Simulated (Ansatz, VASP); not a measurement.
One calculation of Nb, two programs

```
Nb
1.0
    -1.66395    1.66395    1.66395
     1.66395   -1.66395    1.66395
     1.66395    1.66395   -1.66395
Nb
1
Direct
  0.00000 0.00000 0.00000
```

Alike in both runs: task single point; functional PBEsol; k mesh 8 × 8 × 8; occupations gaussian, width 0.1 eV; no spin polarisation.

|  | VASP | Ansatz |
| --- | --- | --- |
| version | VASP 6.6.1 | Ansatz 0.2.0 |
| potentials or method | VASP PAW PBE potentials, release 64 (Nb_sv), cutoff 500 eV | scalar-relativistic, plane waves, PAW |
| valence electrons in the cell | 13 | 13 |

```tsv
	VASP	Ansatz	Ansatz less VASP
gap on the k mesh at the Fermi level (eV)	none	none	-
pressure (GPa)	-8.5	-8.1	+0.35
```

VASP's potentials were made for PBE, not for PBEsol. A gap of «none» marks a metal or a gap that the smearing closes.
